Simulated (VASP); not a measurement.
A run of VASP 6.6.1 is set up as follows.

File INCAR:

```
PREC = Accurate ; ENCUT = 600
EDIFF = 1E-6 ; ISMEAR = 0
SIGMA = 0.1 ; LREAL = False
LASPH = True ; NELM = 100
ALGO = Normal ; ISIF = 3
LWAVE = False ; LCHARG = False
GGA = PE ; IBRION = 2
NSW = 100 ; EDIFFG = -0.01
```

Contents of KPOINTS:

```
Automatic mesh
0
Gamma
  8 8 8
```

File POSCAR:

```
Zr3TiC4
1.0
    4.6313393924      0.0000000000      0.0000000000
    0.0000000000      4.6313393924      0.0000000000
    0.0000000000      0.0000000000      4.6313393924
Zr Ti C
3 1 4
Direct
    0.5000000000      0.0000000000      0.5000000000
    0.0000000000      0.5000000000      0.5000000000
    0.5000000000      0.5000000000      0.0000000000
    0.0000000000      0.0000000000      0.0000000000
    0.5000000000      0.5000000000      0.5000000000
    0.0000000000      0.5000000000      0.0000000000
    0.5000000000      0.0000000000      0.0000000000
    0.0000000000      0.0000000000      0.5000000000
```

Potentials or basis: VASP PAW PBE potentials, release 64 (Zr_sv, Ti_sv, C).

Command:

```bash
$ cat potpaw_PBE.64/Zr_sv/POTCAR potpaw_PBE.64/Ti_sv/POTCAR potpaw_PBE.64/C/POTCAR > POTCAR
$ mpirun -np 1 vasp_std > vasp.out
```

Question: Predict the relaxed volume.

Answer: 12.43 Å³/atom.

Question: Estimate the band gap on the k mesh.

Answer: Zero (bands 32 and 33 overlap by 0.72 eV).

Question: Predict the space group after relaxing (to 0.1 Å).

Answer: Pm-3m (No. 221).

Final structure:
```cif
data_structure
_symmetry_space_group_name_H-M 'P 1'
_symmetry_Int_Tables_number 1
_cell_length_a 4.6323
_cell_length_b 4.6323
_cell_length_c 4.6323
_cell_angle_alpha 90.000
_cell_angle_beta 90.000
_cell_angle_gamma 90.000
_cell_volume 99.40
loop_
_atom_site_label
_atom_site_type_symbol
_atom_site_fract_x
_atom_site_fract_y
_atom_site_fract_z
_atom_site_occupancy
Zr1 Zr 0.50000 0.00000 0.50000 1
Zr2 Zr 0.00000 0.50000 0.50000 1
Zr3 Zr 0.50000 0.50000 0.00000 1
Ti1 Ti 0.00000 0.00000 0.00000 1
C1 C 0.50000 0.50000 0.50000 1
C2 C 0.00000 0.50000 0.00000 1
C3 C 0.50000 0.00000 0.00000 1
C4 C 0.00000 0.00000 0.50000 1
```
